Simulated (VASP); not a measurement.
# MgZn2O3 (P-3m1) in VASP: single point with LDA

Aim: the single point of MgZn2O3 with LDA.

Everything below comes from runs of VASP 6.6.1. Logs are shortened: lines on timing, memory, paths and dates and some standing lists are left out, and cuts for length are marked.

**1. The cell of the first run**

The structure is trigonal, space group P-3m1 (No. 164). The conventional cell has a = 3.053 Å, b = 3.053 Å, c = 7.452 Å, α = 90.00°, β = 90.00°, γ = 120.00°. Within 2.8 Å of Mg (site symmetry -3m) lie 6 O at 2.13 Å. Zn (site symmetry 3m) has 6 O at 2.16 to 2.17 Å within 2.9 Å. Within 2.8 Å of O (site symmetry 3m) lie 3 Mg at 2.13 Å and 3 Zn at 2.17 Å. O (site symmetry -3m) has 6 Zn at 2.16 Å within 2.9 Å.

**2. Single point, LDA**

Contents of INCAR:

```
PREC = Accurate ; ENCUT = 750
EDIFF = 1E-6 ; ISMEAR = 0
SIGMA = 0.01 ; LREAL = False
LASPH = True ; NELM = 120
ALGO = Normal ; ISIF = 2
LWAVE = False ; LCHARG = False
NBANDS = 35 ; GGA_COMPAT = False
```

Contents of KPOINTS:

```
regular mesh
0
Gamma
  6 6 3
```

Contents of POSCAR:

```
MgZn2O3
1.0
    3.0525990000      0.0000000000      0.0000000000
   -1.5263000000      2.6436280000      0.0000000000
    0.0000000000      0.0000000000      7.4520430000
Mg Zn O
1 2 3
Direct
    0.0000000000      0.0000000000      0.0000000000
    0.3333330000      0.6666670000      0.6684160000
    0.6666670000      0.3333330000      0.3315840000
    0.3333330000      0.6666670000      0.1607000000
    0.6666670000      0.3333330000      0.8393000000
    0.0000000000      0.0000000000      0.5000000000
```

Potentials or basis: VASP PAW LDA potentials, release 64 (Mg_sv, Zn, O).

On the command line:

```bash
$ cat potpaw_LDA.64/Mg_sv/POTCAR potpaw_LDA.64/Zn/POTCAR potpaw_LDA.64/O/POTCAR > POTCAR
$ mpirun -np 1 vasp_std > vasp.out
```

OUTCAR:

```text
PREC = Accurate
   ENCUT = 750
   EDIFF = 1E-6
   ISMEAR = 0
   LREAL = False
   LASPH = True
   NELM = 120
   ISIF = 2

 ion  position               nearest neighbor table
   1  0.000  0.000  0.000-
   2  0.333  0.667  0.668-   6 2.16   6 2.16   6 2.16   5 2.17   5 2.17   5 2.17
   3  0.667  0.333  0.332-   6 2.16   6 2.16   6 2.16   4 2.17   4 2.17   4 2.17
   4  0.333  0.667  0.161-   3 2.17   3 2.17   3 2.17
   5  0.667  0.333  0.839-   2 2.17   2 2.17   2 2.17
   6  0.000  0.000  0.500-   2 2.16   3 2.16   3 2.16   2 2.16   3 2.16   2 2.16

  LATTYP: Found a hexagonal cell.
 ALAT       =     3.0525990000
 C/A-ratio  =     2.4412125536

  Lattice vectors:

 A1 = (   3.0525990000,   0.0000000000,   0.0000000000)
 A2 = (  -1.5263000000,   2.6436280000,   0.0000000000)
 A3 = (   0.0000000000,   0.0000000000,   7.4520430000)

Analysis of symmetry for initial positions (statically):
=====================================================================
 Subroutine PRICEL returns:
 Original cell was already a primitive cell.

 Routine SETGRP: Setting up the symmetry group for a
 hexagonal supercell.

 Subroutine GETGRP returns: Found 12 space group operations
 (whereof 12 operations were pure point group operations)
 out of a pool of 24 trial point group operations.

The static configuration has the point symmetry D_3d.

Analysis of symmetry for dynamics (positions and initial velocities):
=====================================================================
 Subroutine PRICEL returns:
 Original cell was already a primitive cell.

 Routine SETGRP: Setting up the symmetry group for a
 hexagonal supercell.

 Subroutine GETGRP returns: Found 12 space group operations
 (whereof 12 operations were pure point group operations)
 out of a pool of 24 trial point group operations.

The dynamic configuration has the point symmetry D_3d.

 Subroutine INISYM returns: Found 12 space group operations
 (whereof 12 operations are pure point group operations),
 and found     1 'primitive' translations

----------------------------------------------------------------------------------------

                                     Primitive cell

  volume of cell :      60.1375

  direct lattice vectors                    reciprocal lattice vectors
     3.052599000  0.000000000  0.000000000     0.327589703  0.189134085  0.000000000
    -1.526300000  2.643628000  0.000000000     0.000000000  0.378268047  0.000000000
     0.000000000  0.000000000  7.452043000     0.000000000  0.000000000  0.134191389

  length of vectors
     3.052599000  3.052599006  7.452043000     0.378268048  0.378268047  0.134191389

  position of ions in fractional coordinates (direct lattice)
     0.000000000  0.000000000  0.000000000
     0.333333000  0.666667000  0.668416000
     0.666667000  0.333333000  0.331584000
     0.333333000  0.666667000  0.160700000
     0.666667000  0.333333000  0.839300000
     0.000000000  0.000000000  0.500000000

  ion indices of the primitive-cell ions
   primitive index   ion index
                 1           1
                 2           2
                 3           3
                 4           4
                 5           5
                 6           6

----------------------------------------------------------------------------------------

 KPOINTS: regular mesh

Automatic generation of k-mesh.
 Grid dimensions read from file:
 generate k-points for:    6    6    3

 Generating k-lattice:

  Cartesian coordinates                     Fractional coordinates (reciprocal lattice)
     0.054598284  0.031522348  0.000000000     0.166666667 -0.000000000  0.000000000
     0.000000000  0.063044674  0.000000000     0.000000000  0.166666667  0.000000000
     0.000000000  0.000000000  0.044730463     0.000000000  0.000000000  0.333333333

  Length of vectors
     0.063044675  0.063044674  0.044730463

  Shift w.r.t. Gamma in fractional coordinates (k-lattice)
     0.000000000  0.000000000  0.000000000

 Subroutine IBZKPT returns following result:
 ===========================================

 Found     17 irreducible k-points:

 Following reciprocal coordinates:
            Coordinates               Weight
  0.000000  0.000000  0.000000      1.000000
  0.166667  0.000000  0.000000      6.000000
  0.333333  0.000000  0.000000      6.000000
  0.500000  0.000000  0.000000      3.000000
  0.166667  0.166667  0.000000      6.000000
  0.333333  0.166667  0.000000     12.000000
[... 9 lines left out ...]
 -0.166667  0.500000  0.333333     12.000000
  0.333333  0.333333  0.333333      4.000000
   k-points           NKPTS =     17   k-points in BZ     NKDIM =     17   number of bands    NBANDS=     35
   number of dos      NEDOS =    301   number of ions     NIONS =      6
   total plane-waves  NPLWV =  54880
   dimension x,y,z NGX =    28 NGY =   28 NGZ =   70
   dimension x,y,z NGXF=    56 NGYF=   56 NGZF=  140
   ions per type =               1   2   3
   NGX,Y,Z   is equivalent  to a cutoff of  15.25, 15.25, 15.62 a.u.
   NGXF,Y,Z  is equivalent  to a cutoff of  30.50, 30.50, 31.23 a.u.
 SYSTEM =  unknown system
   PREC   = accura    normal or accurate (medium, high low for compatibility)
   ISTART =      0    job   : 0-new  1-cont  2-samecut
   ICHARG =      2    charge: 1-file 2-atom 10-const
   ISPIN  =      1    spin polarized calculation?
   LNONCOLLINEAR =      F non collinear calculations
   LSORBIT =      F    spin-orbit coupling
   LASPH  =      T    aspherical Exc in radial PAW
   ENCUT  =  750.0 eV  55.12 Ry    7.42 a.u.   6.82  6.82 16.64*2*pi/ulx,y,z
   NELM   =    120;   NELMIN=  2; NELMDL= -5     # of ELM steps
   EDIFF  = 0.1E-05   stopping-criterion for ELM
   LREAL  =      F    real-space projection
   EDIFFG = 0.1E-04   stopping-criterion for IOM
   NSW    =      0    number of steps for IOM
   IBRION =     -1    ionic relax: 0-MD 1-quasi-New 2-CG
   NFREE  =      0    steps in history (QN), initial steepest desc. (CG)
   ISIF   =      2    stress and relaxation
   ISYM   =      2    0-nonsym 1-usesym 2-fastsym
   POTIM  = 0.5000    time-step for ionic-motion
   TEBEG  =    0.0;   TEEND  =   0.0 temperature during run
   PSTRESS=    0.0 pullay stress
   NELECT =      52.0000    total number of electrons
   NUPDOWN=      -1.0000    fix difference up-down
   EMIN   =  10.00;   EMAX   =-10.00  energy-range for DOS
   EFERMI =   0.00;   METHOD = LEGACY
   ISMEAR =     0;   SIGMA  =   0.01  broadening in eV -4-tet -1-fermi 0-gaus
   EFERMI_NEDOS =   21; number of points for ismear=-14 and -15
   IALGO  =     38    algorithm
   IMIX   =      4    mixing-type and parameters
     AMIX     =   0.40;   BMIX     =  1.00
     AMIX_MAG =   1.60;   BMIX_MAG =  1.00
  volume/ion in A,a.u.               =      10.02        67.64
  Fermi-wavevector in a.u.,A,eV,Ry     =   1.559651  2.947313 33.096330  2.432512
  Thomas-Fermi vector in A             =   2.662978
   LORBIT       =      0    0 simple, 1 ext, 2 COOP (PROOUT), +10 PAW based schemes
   GGA     = CA    functional components
   LHFCALC =     F    Hartree Fock is set to
   AEXX    =    0.0000 exact exchange contribution
   IVDW    =     0    specifies the selected vdW correction
   LEPSILON=     F    determine dielectric tensor
   LRPA    =     F    only Hartree local field effects (RPA)
 non-spin polarized calculation
 Gauss-broadening in eV      SIGMA  =   0.01
  energy-cutoff  :      750.00
  volume of cell :       60.14
 maximum number of plane-waves:      2822
 NGX is ok and might be reduce to    28
   NGX = 13   NGY = 13   NGZ = 33

 number of electron      51.9999992 magnetization

 Free energy of the ion-electron system (eV)
  ---------------------------------------------------
  ext. energy  EPLUGINS =         0.00000000
  ---------------------------------------------------
  free energy    TOTEN  =       -33.80784241 eV

  energy without entropy =      -33.80784241  energy(sigma->0) =      -33.80784241

 E-fermi :   2.4035     XC(G=0): -12.3042

 val. band max:        2.1963038721   @ k =   0.0000   0.0000   0.0000
 cond. band min:       3.8698554701   @ k =   0.0000   0.0000   0.0000
 fundamental gap:      1.6735515980
 Fermi energy:         2.4035453585

 k-point     1 :       0.0000    0.0000    0.0000
  band No.  band energies     occupation
      1     -69.9158      2.00000
      2     -37.4299      2.00000
      3     -37.3940      2.00000
      4     -37.3940      2.00000
      5     -15.4641      2.00000
      6     -14.5717      2.00000
[... 27 lines left out ...]
     34      16.8411      0.00000
     35      16.8411      0.00000

 k-point     2 :       0.1667    0.0000    0.0000
  band No.  band energies     occupation
      1     -69.9147      2.00000
      2     -37.4275      2.00000
      3     -37.4068      2.00000
      4     -37.3969      2.00000
      5     -15.2092      2.00000
      6     -14.4416      2.00000
[... 27 lines left out ...]
     34      15.8365      0.00000
     35      15.8815      0.00000

 k-point     3 :       0.3333    0.0000    0.0000
  band No.  band energies     occupation
      1     -69.9125      2.00000
      2     -37.4326      2.00000
      3     -37.4224      2.00000
      4     -37.4028      2.00000
      5     -14.6136      2.00000
      6     -14.1760      2.00000
[... 27 lines left out ...]
     34      13.8815      0.00000
     35      15.7854      0.00000
[... 457 lines left out ...]
 k-point    16 :      -0.1667    0.5000    0.3333
  band No.  band energies     occupation
      1     -69.9114      2.00000
      2     -37.4387      2.00000
      3     -37.4199      2.00000
      4     -37.4123      2.00000
      5     -14.2451      2.00000
      6     -14.0746      2.00000
[... 27 lines left out ...]
     34      13.5714      0.00000
     35      13.7847      0.00000

 k-point    17 :       0.3333    0.3333    0.3333
  band No.  band energies     occupation
      1     -69.9108      2.00000
      2     -37.4295      2.00000
      3     -37.4294      2.00000
      4     -37.4187      2.00000
      5     -14.1050      2.00000
      6     -13.8918      2.00000
[... 27 lines left out ...]
     34      13.1762      0.00000
     35      13.3924      0.00000

------------------------ aborting loop because EDIFF is reached ----------------------------------------

  FORCE on cell =-STRESS in cart. coord.  units (eV):
  Direction    XX          YY          ZZ          XY          YZ          ZX
  --------------------------------------------------------------------------------------
  -------------------------------------------------------------------------------------
  Total       -4.8389429     -4.8389419     -4.9373876      0.0000009      0.0000000      0.0000000
  in kB     -128.9186144   -128.9185869   -131.5413661      0.0000244      0.0000000      0.0000000
  external PRESSURE =    -129.7928558 kB  Pullay stress =       0.0000000 kB

 VOLUME and BASIS-vectors are now :
 -----------------------------------------------------------------------------
  energy-cutoff  :      750.00
  volume of cell :       60.14
      direct lattice vectors                 reciprocal lattice vectors
     3.052599000  0.000000000  0.000000000     0.327589703  0.189134085  0.000000000
    -1.526300000  2.643628000  0.000000000     0.000000000  0.378268047  0.000000000
     0.000000000  0.000000000  7.452043000     0.000000000  0.000000000  0.134191389

 POSITION                                       TOTAL-FORCE (eV/Angst)
 -----------------------------------------------------------------------------------
      0.00000      0.00000      0.00000        -0.000000      0.000000      0.000000
     -0.00000      1.76242      4.98106        -0.000000      0.000000      0.014569
      1.52630      0.88121      2.47098         0.000000     -0.000000     -0.014569
     -0.00000      1.76242      1.19754         0.000000      0.000000      0.184551
      1.52630      0.88121      6.25450        -0.000000     -0.000000     -0.184551
      0.00000      0.00000      3.72602        -0.000000      0.000000      0.000000
 -----------------------------------------------------------------------------------
    total drift:                               -0.000000      0.000000      0.000000

  FREE ENERGIE OF THE ION-ELECTRON SYSTEM (eV)
  ---------------------------------------------------
  free  energy   TOTEN  =       -33.8078424090 eV

  energy  without entropy=      -33.8078424090  energy(sigma->0) =      -33.80784241
```

It took 55 s on 1 thread of Intel Xeon Platinum 8488C (Sapphire Rapids), shared host; peak memory 0.21 GiB.

What came out:

- Free energy: -33.8078 eV
- Pressure: -13.0 GPa
- Largest force: 0.185 eV/Å
- Band gap on the k mesh: 1.67 eV

Forces in eV/Å, atoms in the order of the input:
```
Mg   0.000  0.000  0.000
Zn   0.000  0.000  0.015
Zn   0.000  0.000 -0.015
O    0.000  0.000  0.185
O    0.000  0.000 -0.185
O    0.000  0.000  0.000
```

Stress tensor (GPa, compression positive):
```
-12.89   0.00   0.00
  0.00 -12.89   0.00
  0.00   0.00 -13.15
```

Levels at points of the mesh, in eV from the valence-band top:
```tsv
k point	band 23	band 24	band 25	band 26	band 27	band 28	band 29	band 30
(0.00, 0.00, 0.00)	-0.83	-0.83	0.00	0.00	1.67	5.32	5.50	10.14
(0.50, 0.00, 0.00)	-1.56	-1.08	-0.73	-0.33	4.90	6.78	7.09	8.68
```

Caveat: the cell stands under tension.
